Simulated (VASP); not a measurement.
Runs of VASP 6.6.1 on MgCd3Te4. The structure is that of space group P-43m (No. 215), or close to it. The cells are those of the table. 

| level | potentials or basis | cell | k mesh | smearing | gap on the mesh (eV) | pressure (GPa) | largest force (eV/Å) |
| --- | --- | --- | --- | --- | --- | --- | --- |
| PBE | VASP PAW PBE potentials, release 64 (Mg, Cd, Te) | a = 6.607, b = 6.589, c = 6.593 Å, angles 90.0, 89.9, 90.0°, 8 atoms | 2 × 2 × 2 | gaussian 0.1 eV | (b) | 0.1 | 0.02 |
| PBE | VASP PAW PBE potentials, release 64 (Mg, Cd, Te) | a = 6.591 Å, 8 atoms | 4 × 4 × 4 | gaussian 0.02 eV | 1.00 | 0.1 | 0.02 |
| PBE | VASP PAW PBE potentials, release 64 (Mg, Cd, Te) | a = 6.591 Å, 8 atoms | 4 × 4 × 4 | gaussian 0.1 eV | 1.00 | 0.1 | 0.02 |
| LDA | VASP PAW LDA potentials, release 64 (Mg, Cd, Te) | a = 6.591 Å, 8 atoms | 4 × 4 × 4 | gaussian 0.02 eV | 0.79 | -3.1 | 0.14 |
| PBE | VASP PAW PBE potentials, release 64 (Mg, Cd, Te) | a = 6.591 Å, 8 atoms | 2 × 2 × 2 | gaussian 0.1 eV | 0.98 | (a) | 0.02 |

Alike in all rows: task single point; no spin polarisation; cutoff (eV) 520.

Problem. Estimate the missing entries.

Solution. (a) 0.2; (b) 0.97.

Caveats: some runs use coarse meshes; spin-orbit coupling is left out, which moves the levels of the heavy elements.

A k mesh can miss the band edges, and the runs leave out spin-orbit coupling on Cd, Te.
